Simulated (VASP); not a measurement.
# Si4C (Pm-3m) in VASP: further runs, part 2 of 2

VASP 6.6.1.

### Step 3. Single point, PBE, collinear spin

File INCAR:

```
ALGO = Normal ; EDIFF = 1E-6
ENCUT = 600 ; GGA = PE
GGA_COMPAT = F ; ISIF = 2
ISMEAR = 0 ; ISPIN = 2
LASPH = T ; LCHARG = F
LORBIT = 11 ; LREAL = F
LWAVE = F ; MAGMOM = 0 0 0 0 1
NBANDS = 22 ; NELM = 200
PREC = Accurate ; SIGMA = 0.1
```

File KPOINTS:

```
k-points
0
Gamma
  4 4 4
```

File POSCAR:

```
Si4C
1.0
    4.0335312700      0.0000000000      0.0000000000
    0.0000000000      4.0335312700      0.0000000000
    0.0000000000      0.0000000000      4.0335312700
Si C
4 1
Direct
    0.0000000000      0.5000000000      0.5000000000
    0.5000000000      0.5000000000      0.0000000000
    0.5000000000      0.0000000000      0.5000000000
    0.0000000000      0.0000000000      0.0000000000
    0.5000000000      0.5000000000      0.5000000000
```

Potentials or basis: VASP PAW PBE potentials, release 64 (Si, C).

On the command line:

```console
cat potpaw_PBE.64/Si/POTCAR potpaw_PBE.64/C/POTCAR > POTCAR
mpirun -np 1 vasp_std > vasp.out
```

OUTCAR:

```text
EDIFF = 1E-6
   ENCUT = 600
   GGA = PE
   ISIF = 2
   ISMEAR = 0
   ISPIN = 2
   LASPH = T
   LORBIT = 11
   LREAL = F
   NELM = 200
   PREC = Accurate

 ion  position               nearest neighbor table
   1  0.000  0.500  0.500-   5 2.02   5 2.02   4 2.85   2 2.85   2 2.85   4 2.85   3 2.85   4 2.85
                             4 2.85   2 2.85   3 2.85   3 2.85   2 2.85   3 2.85
   2  0.500  0.500  0.000-   5 2.02   5 2.02   4 2.85   1 2.85   1 2.85   3 2.85   3 2.85   3 2.85
                             4 2.85   3 2.85   1 2.85   4 2.85   1 2.85   4 2.85
   3  0.500  0.000  0.500-   5 2.02   5 2.02   4 2.85   1 2.85   2 2.85   4 2.85   1 2.85   2 2.85
                             2 2.85   2 2.85   1 2.85   4 2.85   4 2.85   1 2.85
   4  0.000  0.000  0.000-   1 2.85   2 2.85   3 2.85   1 2.85   3 2.85   1 2.85   2 2.85   1 2.85
                             2 2.85   3 2.85   3 2.85   2 2.85
   5  0.500  0.500  0.500-   1 2.02   2 2.02   3 2.02   2 2.02   3 2.02   1 2.02

  LATTYP: Found a simple cubic cell.
 ALAT       =     4.0335312700

  Lattice vectors:

 A1 = (   4.0335312700,   0.0000000000,   0.0000000000)
 A2 = (   0.0000000000,   4.0335312700,   0.0000000000)
 A3 = (   0.0000000000,   0.0000000000,   4.0335312700)

Analysis of symmetry for initial positions (statically):
=====================================================================
 Subroutine PRICEL returns:
 Original cell was already a primitive cell.

 Routine SETGRP: Setting up the symmetry group for a
 simple cubic supercell.

 Subroutine GETGRP returns: Found 48 space group operations
 (whereof 48 operations were pure point group operations)
 out of a pool of 48 trial point group operations.

The static configuration has the point symmetry O_h .

Analysis of symmetry for dynamics (positions and initial velocities):
=====================================================================
 Subroutine PRICEL returns:
 Original cell was already a primitive cell.

 Routine SETGRP: Setting up the symmetry group for a
 simple cubic supercell.

 Subroutine GETGRP returns: Found 48 space group operations
 (whereof 48 operations were pure point group operations)
 out of a pool of 48 trial point group operations.

The dynamic configuration has the point symmetry O_h .

Analysis of structural, dynamic, and magnetic symmetry:
=====================================================================
 Subroutine PRICEL returns:
 Original cell was already a primitive cell.

 Routine SETGRP: Setting up the symmetry group for a
 simple cubic supercell.

 Subroutine GETGRP returns: Found 48 space group operations
 (whereof 48 operations were pure point group operations)
 out of a pool of 48 trial point group operations.

The overall configuration has the point symmetry O_h .

 Subroutine INISYM returns: Found 48 space group operations
 (whereof 48 operations are pure point group operations),
 and found     1 'primitive' translations

----------------------------------------------------------------------------------------

                                     Primitive cell
[... 81 lines left out ...]
   NELM   =    200;   NELMIN=  2; NELMDL= -5     # of ELM steps
   EDIFF  = 0.1E-05   stopping-criterion for ELM
   LREAL  =      F    real-space projection
   EDIFFG = 0.1E-04   stopping-criterion for IOM
   NSW    =      0    number of steps for IOM
   IBRION =     -1    ionic relax: 0-MD 1-quasi-New 2-CG
   NFREE  =      0    steps in history (QN), initial steepest desc. (CG)
   ISIF   =      2    stress and relaxation
   ISYM   =      2    0-nonsym 1-usesym 2-fastsym
   POTIM  = 0.5000    time-step for ionic-motion
   TEBEG  =    0.0;   TEEND  =   0.0 temperature during run
   PSTRESS=    0.0 pullay stress
   NELECT =      20.0000    total number of electrons
   NUPDOWN=      -1.0000    fix difference up-down
   EMIN   =  10.00;   EMAX   =-10.00  energy-range for DOS
   EFERMI =   0.00;   METHOD = LEGACY
   ISMEAR =     0;   SIGMA  =   0.10  broadening in eV -4-tet -1-fermi 0-gaus
   EFERMI_NEDOS =   21; number of points for ismear=-14 and -15
   IALGO  =     38    algorithm
   IMIX   =      4    mixing-type and parameters
     AMIX     =   0.40;   BMIX     =  1.00
     AMIX_MAG =   1.60;   BMIX_MAG =  1.00
  volume/ion in A,a.u.               =      13.12        88.57
  Fermi-wavevector in a.u.,A,eV,Ry     =   1.101707  2.081924 16.514181  1.213758
  Thomas-Fermi vector in A             =   2.238138
   LORBIT       =     11    0 simple, 1 ext, 2 COOP (PROOUT), +10 PAW based schemes
   GGA     = PE    functional components
   LHFCALC =     F    Hartree Fock is set to
   AEXX    =    0.0000 exact exchange contribution
   IVDW    =     0    specifies the selected vdW correction
   LEPSILON=     F    determine dielectric tensor
   LRPA    =     F    only Hartree local field effects (RPA)
 spin polarized calculation
 Gauss-broadening in eV      SIGMA  =   0.10
  energy-cutoff  :      600.00
  volume of cell :       65.62
 maximum number of plane-waves:      2272
   NGX = 17   NGY = 17   NGZ = 17

 number of electron      20.0000001 magnetization      -0.0074803

 number of electron      20.0000001 magnetization       0.0002408

 Free energy of the ion-electron system (eV)
  ---------------------------------------------------
  ext. energy  EPLUGINS =         0.00000000
  ---------------------------------------------------
  free energy    TOTEN  =       -26.44290641 eV

  energy without entropy =      -26.43579970  energy(sigma->0) =      -26.43935305

 E-fermi :   9.6406     XC(G=0): -11.2196

 val. band max:        9.3516726441   @ k =   0.2500   0.2500   0.0000
 cond. band min:       9.7119088526   @ k =   0.2500   0.2500   0.0000
 fundamental gap:      0.3602362085
 Fermi energy:         9.6405542763

 spin component 1

 k-point     1 :       0.0000    0.0000    0.0000
  band No.  band energies     occupation
      1      -6.3801      1.00000
      2       0.9595      1.00000
      3       2.2296      1.00000
      4       2.2296      1.00000
      5       2.2296      1.00000
      6       4.7073      1.00000
[... 239 lines left out ...]
     21      19.8116      0.00000
     22      19.8117      0.00000
 Fermi energy:         9.6405542763

 spin component 2

 k-point     1 :       0.0000    0.0000    0.0000
  band No.  band energies     occupation
      1      -6.3800      1.00000
      2       0.9595      1.00000
      3       2.2296      1.00000
      4       2.2296      1.00000
      5       2.2296      1.00000
      6       4.7074      1.00000
[... 239 lines left out ...]
     21      19.8117      0.00000
     22      19.8117      0.00000

------------------------ aborting loop because EDIFF is reached ----------------------------------------

  FORCE on cell =-STRESS in cart. coord.  units (eV):
  Direction    XX          YY          ZZ          XY          YZ          ZX
  --------------------------------------------------------------------------------------
  -------------------------------------------------------------------------------------
  Total        1.7417609      1.7417609      1.7417609      0.0000000      0.0000000     -0.0000000
  in kB       42.5248533     42.5248533     42.5248533      0.0000000      0.0000000     -0.0000000
  external PRESSURE =      42.5248533 kB  Pullay stress =       0.0000000 kB

 VOLUME and BASIS-vectors are now :
 -----------------------------------------------------------------------------
  energy-cutoff  :      600.00
  volume of cell :       65.62
      direct lattice vectors                 reciprocal lattice vectors
     4.033531270  0.000000000  0.000000000     0.247921717  0.000000000  0.000000000
     0.000000000  4.033531270  0.000000000     0.000000000  0.247921717  0.000000000
     0.000000000  0.000000000  4.033531270     0.000000000  0.000000000  0.247921717

 POSITION                                       TOTAL-FORCE (eV/Angst)
 -----------------------------------------------------------------------------------
      0.00000      2.01677      2.01677         0.000000      0.000000      0.000000
      2.01677      2.01677      0.00000         0.000000      0.000000      0.000000
      2.01677      0.00000      2.01677         0.000000      0.000000      0.000000
      0.00000      0.00000      0.00000         0.000000      0.000000      0.000000
      2.01677      2.01677      2.01677         0.000000      0.000000      0.000000
 -----------------------------------------------------------------------------------
    total drift:                                0.000000     -0.000000     -0.000000

  FREE ENERGIE OF THE ION-ELECTRON SYSTEM (eV)
  ---------------------------------------------------
  free  energy   TOTEN  =       -26.4429064135 eV

  energy  without entropy=      -26.4357996957  energy(sigma->0) =      -26.43935305

 total charge

# of ion       s       p       d       tot
------------------------------------------
    1        0.860   0.690   0.000   1.550
    2        0.860   0.690   0.000   1.550
    3        0.860   0.690   0.000   1.550
    4        0.794   0.737   0.000   1.531
    5        0.904   1.541   0.000   2.445
--------------------------------------------------
tot          4.277   4.348   0.000   8.624

 magnetization (x)

# of ion       s       p       d       tot
------------------------------------------
    1        0.000   0.000   0.000   0.000
    2        0.000   0.000   0.000   0.000
    3        0.000   0.000   0.000   0.000
    4        0.000  -0.000   0.000  -0.000
    5       -0.000   0.000   0.000   0.000
--------------------------------------------------
tot          0.000   0.000   0.000   0.000
```

stdout:

```text
POSCAR found type information on POSCAR SiC
 POSCAR found :  2 types and       5 ions
 scaLAPACK will be used
 LDA part: xc-table for (Slater+PW92), standard interpolation
 POSCAR, INCAR and KPOINTS ok, starting setup
 FFT: planning ... GRIDC
 FFT: planning ... GRID_SOFT
 FFT: planning ... GRID
 WAVECAR not read
 entering main loop
```

It took 46 s on 1 thread of Intel Xeon 8259CL, shared host; peak memory 0.2 GiB.

Results:

```yaml
Free_energy: -26.4429 eV
Pressure: 4.3 GPa
Band_gap_on_the_k_mesh: zero (filled and empty bands overlap)
Net_moment: 0.00 μB per cell
Valence_electrons_inside_the_program's_atomic_spheres: Si 1.55, 1.53 (each value once); C 2.44
```

Caveat: the k points lie up to 0.39 Å⁻¹ apart, too coarse for converged energies and pressures of a metal.

The gap in the log of VASP goes by the Fermi energy; the results here count the filled bands.